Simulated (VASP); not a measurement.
Wanted: the native input for a VASP 6.6.1 run.

```
Task                   : single point
Functional             : PBE
Potentials or basis    : VASP PAW PBE potentials, release 64 (Rb_sv)
Cutoff                 : 520 eV
k mesh                 : 13 × 13 × 13
Occupations            : fermi-dirac, width 0.1 eV
Spin                   : no spin polarisation
Dipole correction      : no
Further INCAR settings : ALGO = Normal; EDIFF = 1e-06; NBANDS = 10
```

The structure of Rb lies in POSCAR:

```
Rb
1.0
   -2.7975771911      2.7975771911      2.7975771911
    2.7975771911     -2.7975771911      2.7975771911
    2.7975771911      2.7975771911     -2.7975771911
Rb
1
Direct
    0.0000000000      0.0000000000      0.0000000000
```

This cell differs from its parent crystal: volume scaled by 0.96.

The input as run:

INCAR

```
SYSTEM = Rb
PREC = Accurate ; ENCUT = 520
EDIFF = 1E-6 ; ISMEAR = -1
SIGMA = 0.1 ; LREAL = .FALSE.
LASPH = .TRUE. ; NELM = 100
ALGO = Normal ; ISIF = 2
LWAVE = .FALSE. ; LCHARG = .FALSE.
GGA = PE ; NBANDS = 10
```

KPOINTS

```
regular mesh
0
G
  13 13 13
  0 0 0
```

Potentials or basis: VASP PAW PBE potentials, release 64 (Rb_sv).

Launch:

```bash
$ cat potpaw_PBE.64/Rb_sv/POTCAR > POTCAR
$ mpirun -np 1 vasp_std > vasp.out
```

It gave:

```json
{
  "Pressure": "0.1 GPa"
}
```

Wall time 56 s on 1 thread of Intel(R) Xeon(R) Platinum 8259CL CPU @ 2.50GHz (Skylake/Cascade Lake) (shared host), peak memory 0.23 GiB.
